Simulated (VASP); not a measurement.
# SiC (F-43m) in VASP: a series of runs

The runs below take SiC through single point, with PBE.

Program: VASP 6.6.1. These are calculated values, not measurements. Logs are shortened: lines on timing, memory, paths and dates and some standing lists are left out, and cuts for length are marked.

**1. The cell of the first run**

Symmetry: F-43m, No. 216, cubic system. Conventional cell: a = 4.336 Å, b = 4.336 Å, c = 4.336 Å, α = 90.00°, β = 90.00°, γ = 90.00°. Within 2.5 Å of Si (site symmetry -43m) lie 4 C at 1.88 Å. Within 2.5 Å of C (site symmetry -43m) lie 4 Si at 1.88 Å.

**2. Single point, PBE**

Input file INCAR:

```
ALGO = Normal
EDIFF = 1E-6
ENCUT = 520
GGA = PE
ISIF = 2
ISMEAR = 0
LASPH = True
LCHARG = True
LELF = True
LREAL = False
LVHAR = True
LWAVE = False
NBANDS = 16
NELM = 60
PREC = Accurate
SIGMA = 0.02
```

Input file KPOINTS:

```
k-points
0
Gamma
  10 10 6
```

Input file POSCAR:

```
SiC
1.0
    2.1679643412      2.1679643412      0.0000000000
   -2.1679643412      2.1679643412      0.0000000000
    0.0000000000      0.0000000000      4.3359286823
Si C
2 2
Direct
    0.5000000000      0.0000000000      0.7500000000
    0.0000000000      0.5000000000      0.2500000000
    0.0000000000      0.0000000000      0.0000000000
    0.5000000000      0.5000000000      0.5000000000
```

Potentials or basis: VASP PAW PBE potentials, release 64 (Si, C).

Run with:

```console
cat potpaw_PBE.64/Si/POTCAR potpaw_PBE.64/C/POTCAR > POTCAR
mpirun -np 1 vasp_std > vasp.out
```

OUTCAR:

```text
EDIFF = 1E-6
   ENCUT = 520
   GGA = PE
   ISIF = 2
   ISMEAR = 0
   LASPH = True
   LREAL = False
   NELM = 60
   PREC = Accurate

 ion  position               nearest neighbor table
   1  0.500  0.000  0.750-   3 1.88   4 1.88   4 1.88   3 1.88   2 3.07   2 3.07   2 3.07   2 3.07
                             2 3.07   2 3.07   2 3.07   2 3.07
   2  0.000  0.500  0.250-   3 1.88   4 1.88   3 1.88   4 1.88   1 3.07   1 3.07   1 3.07   1 3.07
                             1 3.07   1 3.07   1 3.07   1 3.07
   3  0.000  0.000  0.000-   1 1.88   2 1.88   2 1.88   1 1.88
   4  0.500  0.500  0.500-   1 1.88   2 1.88   1 1.88   2 1.88

  LATTYP: Found a simple tetragonal cell.
 ALAT       =     3.0659645741
 C/A-ratio  =     1.4142135623

  Lattice vectors:

 A1 = (   2.1679643412,   2.1679643412,   0.0000000000)
 A2 = (  -2.1679643412,   2.1679643412,   0.0000000000)
 A3 = (   0.0000000000,   0.0000000000,   4.3359286823)

Analysis of symmetry for initial positions (statically):
=====================================================================
 Subroutine PRICEL returns following result:

  LATTYP: Found a face centered cubic cell.
 ALAT       =     4.3359286824

  Lattice vectors:

 A1 = (   0.0000000000,  -2.1679643412,  -2.1679643412)
 A2 = (   2.1679643412,   0.0000000000,  -2.1679643411)
 A3 = (   2.1679643412,  -2.1679643412,   0.0000000000)

   2 primitive cells build up your supercell.

 Routine SETGRP: Setting up the symmetry group for a
 simple tetragonal supercell.

 Subroutine GETGRP returns: Found  8 space group operations
 (whereof  8 operations were pure point group operations)
 out of a pool of 16 trial point group operations.

The static configuration has the point symmetry D_2d.

Analysis of symmetry for dynamics (positions and initial velocities):
=====================================================================
 Subroutine PRICEL returns following result:

  LATTYP: Found a face centered cubic cell.
 ALAT       =     4.3359286824

  Lattice vectors:

 A1 = (   0.0000000000,  -2.1679643412,  -2.1679643412)
 A2 = (   2.1679643412,   0.0000000000,  -2.1679643411)
 A3 = (   2.1679643412,  -2.1679643412,   0.0000000000)

   2 primitive cells build up your supercell.

 Routine SETGRP: Setting up the symmetry group for a
 simple tetragonal supercell.

 Subroutine GETGRP returns: Found  8 space group operations
 (whereof  8 operations were pure point group operations)
 out of a pool of 16 trial point group operations.

The dynamic configuration has the point symmetry D_2d.

 Subroutine INISYM returns: Found  8 space group operations
 (whereof  8 operations are pure point group operations),
 and found     2 'primitive' translations

----------------------------------------------------------------------------------------

                                     Primitive cell

  volume of cell :      20.3792

  direct lattice vectors                    reciprocal lattice vectors
     0.000000000 -2.167964341 -2.167964341    -0.230631100 -0.230631100 -0.230631100
     2.167964341  0.000000000 -2.167964341     0.230631100  0.230631100 -0.230631100
     2.167964341 -2.167964341  0.000000000     0.230631100 -0.230631100  0.230631100

  length of vectors
     3.065964574  3.065964574  3.065964574     0.399464782  0.399464782  0.399464782

  position of ions in fractional coordinates (direct lattice)
     0.750000000  0.750000000  0.750000000
     0.000000000  0.000000000  0.000000000

  ion indices of the primitive-cell ions
   primitive index   ion index
                 1           1
                 2           3

----------------------------------------------------------------------------------------

 KPOINTS: k-points

Automatic generation of k-mesh.
 Grid dimensions read from file:
 generate k-points for:   10   10    6

 Generating k-lattice:

  Cartesian coordinates                     Fractional coordinates (reciprocal lattice)
     0.023063110  0.023063110  0.000000000     0.100000000  0.000000000  0.000000000
    -0.023063110  0.023063110  0.000000000     0.000000000  0.100000000  0.000000000
     0.000000000  0.000000000  0.038438517     0.000000000  0.000000000  0.166666667

  Length of vectors
     0.032616163  0.032616163  0.038438517

  Shift w.r.t. Gamma in fractional coordinates (k-lattice)
     0.000000000  0.000000000  0.000000000

 Subroutine IBZKPT returns following result:
 ===========================================

 Found     84 irreducible k-points:

 Following reciprocal coordinates:
            Coordinates               Weight
  0.000000  0.000000  0.000000      1.000000
  0.100000  0.000000  0.000000      4.000000
  0.200000  0.000000  0.000000      4.000000
  0.300000  0.000000  0.000000      4.000000
  0.400000  0.000000  0.000000      4.000000
  0.500000  0.000000  0.000000      2.000000
[... 16 lines left out ...]
  0.100000  0.000000  0.166667      8.000000
  0.200000  0.000000  0.166667      8.000000
 [... further k-points ...]
   k-points           NKPTS =     84   k-points in BZ     NKDIM =     84   number of bands    NBANDS=     16
   number of dos      NEDOS =    301   number of ions     NIONS =      4
   total plane-waves  NPLWV =  18432
   dimension x,y,z NGX =    24 NGY =   24 NGZ =   32
   dimension x,y,z NGXF=    48 NGYF=   48 NGZF=   64
   ions per type =               2   2
   NGX,Y,Z   is equivalent  to a cutoff of  13.01, 13.01, 12.27 a.u.
   NGXF,Y,Z  is equivalent  to a cutoff of  26.03, 26.03, 24.54 a.u.
 SYSTEM =  unknown system
   PREC   = accura    normal or accurate (medium, high low for compatibility)
   ISTART =      0    job   : 0-new  1-cont  2-samecut
   ICHARG =      2    charge: 1-file 2-atom 10-const
   ISPIN  =      1    spin polarized calculation?
   LNONCOLLINEAR =      F non collinear calculations
   LSORBIT =      F    spin-orbit coupling
   LASPH  =      T    aspherical Exc in radial PAW
   ENCUT  =  520.0 eV  38.22 Ry    6.18 a.u.   5.70  5.70  8.06*2*pi/ulx,y,z
   NELM   =     60;   NELMIN=  2; NELMDL= -5     # of ELM steps
   EDIFF  = 0.1E-05   stopping-criterion for ELM
   LREAL  =      F    real-space projection
[... 7 lines left out ...]
   TEBEG  =    0.0;   TEEND  =   0.0 temperature during run
   PSTRESS=    0.0 pullay stress
   NELECT =      16.0000    total number of electrons
   NUPDOWN=      -1.0000    fix difference up-down
   EMIN   =  10.00;   EMAX   =-10.00  energy-range for DOS
   EFERMI =   0.00;   METHOD = LEGACY
   ISMEAR =     0;   SIGMA  =   0.02  broadening in eV -4-tet -1-fermi 0-gaus
   EFERMI_NEDOS =   21; number of points for ismear=-14 and -15
   IALGO  =     38    algorithm
   IMIX   =      4    mixing-type and parameters
     AMIX     =   0.40;   BMIX     =  1.00
     AMIX_MAG =   1.60;   BMIX_MAG =  1.00
  volume/ion in A,a.u.               =      10.19        68.76
  Fermi-wavevector in a.u.,A,eV,Ry     =   1.198697  2.265209 19.549859  1.436874
  Thomas-Fermi vector in A             =   2.334579
   LORBIT       =      0    0 simple, 1 ext, 2 COOP (PROOUT), +10 PAW based schemes
   GGA     = PE    functional components
   LHFCALC =     F    Hartree Fock is set to
   AEXX    =    0.0000 exact exchange contribution
   IVDW    =     0    specifies the selected vdW correction
   LEPSILON=     F    determine dielectric tensor
   LRPA    =     F    only Hartree local field effects (RPA)
 non-spin polarized calculation
 Gauss-broadening in eV      SIGMA  =   0.02
  energy-cutoff  :      520.00
  volume of cell :       40.76
 maximum number of plane-waves:      1136
 NGX is ok and might be reduce to    24
   NGX = 11   NGY = 11   NGZ = 17

 number of electron      16.0000000 magnetization

 Free energy of the ion-electron system (eV)
  ---------------------------------------------------
  ext. energy  EPLUGINS =         0.00000000
  ---------------------------------------------------
  free energy    TOTEN  =       -30.09610344 eV

  energy without entropy =      -30.09610344  energy(sigma->0) =      -30.09610344

 E-fermi :   8.3751     XC(G=0): -11.4229

 val. band max:        8.2786740352   @ k =   0.0000   0.0000   0.0000
 cond. band min:       9.6213644323   @ k =   0.0000   0.0000   0.0000
 fundamental gap:      1.3426903971
 Fermi energy:         8.3750958761

 k-point     1 :       0.0000    0.0000    0.0000
  band No.  band energies     occupation
      1      -7.2446      2.00000
      2      -2.1548      2.00000
      3       0.4357      2.00000
      4       5.0644      2.00000
      5       5.0644      2.00000
      6       8.2787      2.00000
[... 8 lines left out ...]
     15      22.4929      0.00000
     16      22.4930      0.00000

 k-point     2 :       0.1000    0.0000    0.0000
  band No.  band energies     occupation
      1      -7.1126      2.00000
      2      -2.1178      2.00000
      3       0.5409      2.00000
      4       4.3254      2.00000
      5       5.1636      2.00000
      6       7.6654      2.00000
[... 8 lines left out ...]
     15      21.7937      0.00000
     16      22.0291      0.00000

 k-point     3 :       0.2000    0.0000    0.0000
  band No.  band energies     occupation
      1      -6.7200      2.00000
      2      -2.0856      2.00000
      3       0.8180      2.00000
      4       3.0888      2.00000
      5       5.4536      2.00000
      6       6.3236      2.00000
[... 8 lines left out ...]
     15      20.4605      0.00000
     16      20.9153      0.00000

 k-point     4 :       0.3000    0.0000    0.0000
  band No.  band energies     occupation
      1      -6.0781      2.00000
      2      -2.3383      2.00000
      3       1.1112      2.00000
      4       2.5169      2.00000
      5       4.8357      2.00000
      6       5.9092      2.00000
[... 8 lines left out ...]
     15      19.6011      0.00000
     16      19.7667      0.00000

 k-point     5 :       0.4000    0.0000    0.0000
  band No.  band energies     occupation
      1      -5.2124      2.00000
      2      -3.1194      2.00000
      3       1.5022      2.00000
      4       2.9656      2.00000
      5       3.4550      2.00000
      6       5.0332      2.00000
[... 8 lines left out ...]
     15      18.3809      0.00000
     16      19.2662      0.00000

 k-point     6 :       0.5000    0.0000    0.0000
  band No.  band energies     occupation
      1      -4.1798      2.00000
      2      -4.1798      2.00000
      3       2.3062      2.00000
      4       2.3062      2.00000
      5       3.9001      2.00000
      6       3.9001      2.00000
[... 8 lines left out ...]
     15      18.2919      0.00000
     16      18.2919      0.00000
[... 267 lines left out ...]
 k-point    21 :       0.5000    0.5000    0.0000
  band No.  band energies     occupation
      1      -2.1548      2.00000
      2      -2.1548      2.00000
      3       0.4357      2.00000
      4       0.4357      2.00000
      5       5.0644      2.00000
      6       5.0644      2.00000
[... 8 lines left out ...]
     15      22.4929      0.00000
     16      22.4929      0.00000

 k-point    22 :       0.0000    0.0000    0.1667
  band No.  band energies     occupation
      1      -7.0613      2.00000
      2      -3.0589      2.00000
      3       1.4731      2.00000
      4       5.2132      2.00000
      5       5.2132      2.00000
      6       7.7399      2.00000
[... 8 lines left out ...]
     15      20.9742      0.00000
     16      21.9168      0.00000

 k-point    23 :       0.1000    0.0000    0.1667
  band No.  band energies     occupation
      1      -6.9303      2.00000
      2      -2.9792      2.00000
      3       1.4766      2.00000
      4       4.5614      2.00000
      5       5.3099      2.00000
      6       6.8354      2.00000
[... 8 lines left out ...]
     15      21.1201      0.00000
     16      21.2864      0.00000

 k-point    24 :       0.2000    0.0000    0.1667
  band No.  band energies     occupation
      1      -6.5408      2.00000
      2      -2.7874      2.00000
      3       1.2884      2.00000
      4       3.6532      2.00000
      5       5.3924      2.00000
      6       5.5914      2.00000
[... 8 lines left out ...]
     15      20.1814      0.00000
     16      20.1971      0.00000

 [... further k-points ...]

------------------------ aborting loop because EDIFF is reached ----------------------------------------

  FORCE on cell =-STRESS in cart. coord.  units (eV):
  Direction    XX          YY          ZZ          XY          YZ          ZX
  --------------------------------------------------------------------------------------
  -------------------------------------------------------------------------------------
  Total        1.7137672      1.7137672      1.7126106      0.0000000      0.0000000      0.0000000
  in kB       67.3668158     67.3668158     67.3213480      0.0000000      0.0000000      0.0000000
  external PRESSURE =      67.3516599 kB  Pullay stress =       0.0000000 kB

 VOLUME and BASIS-vectors are now :
 -----------------------------------------------------------------------------
  energy-cutoff  :      520.00
  volume of cell :       40.76
      direct lattice vectors                 reciprocal lattice vectors
     2.167964341  2.167964341  0.000000000     0.230631100  0.230631100  0.000000000
    -2.167964341  2.167964341  0.000000000    -0.230631100  0.230631100  0.000000000
     0.000000000  0.000000000  4.335928682     0.000000000  0.000000000  0.230631100

 POSITION                                       TOTAL-FORCE (eV/Angst)
 -----------------------------------------------------------------------------------
      1.08398      1.08398      3.25195         0.000000      0.000000      0.000000
     -1.08398      1.08398      1.08398         0.000000      0.000000     -0.000000
      0.00000      0.00000      0.00000        -0.000000     -0.000000      0.000000
      0.00000      2.16796      2.16796        -0.000000     -0.000000     -0.000000
 -----------------------------------------------------------------------------------
    total drift:                               -0.000000      0.000000     -0.000000

  FREE ENERGIE OF THE ION-ELECTRON SYSTEM (eV)
  ---------------------------------------------------
  free  energy   TOTEN  =       -30.0961034367 eV

  energy  without entropy=      -30.0961034367  energy(sigma->0) =      -30.09610344
```

It took 53 s on 1 thread of Intel Xeon 8259CL, shared host; peak memory 0.17 GiB.

Results:

| Property | Result |
| --- | --- |
| Free energy | -30.0961 eV |
| Pressure | 6.7 GPa |
| Band gap on the k mesh | 1.34 eV |

Levels at points of the mesh, in eV from the valence-band top:
```csv
k point,band 6,band 7,band 8,band 9,band 10,band 11
"(0.00, 0.00, 0.00)",0.00,0.00,0.00,1.34,4.38,6.41
"(0.50, 0.00, 0.00)",-4.38,-1.19,-1.19,5.58,5.58,8.89
"(0.50, 0.50, 0.00)",-3.21,-3.21,-3.21,1.34,1.34,4.38
"(0.00, 0.00, 0.50)",-1.95,-1.95,-1.95,4.10,4.10,6.41
"(0.50, 0.00, 0.50)",-1.06,-1.06,-1.06,5.57,5.57,7.29
"(0.50, 0.50, 0.50)",-5.06,-4.74,-4.74,5.23,5.23,9.57
```

Caveat: the cell stands under pressure. A k mesh can miss the band edges.

(Continued in part 2 of 2.)
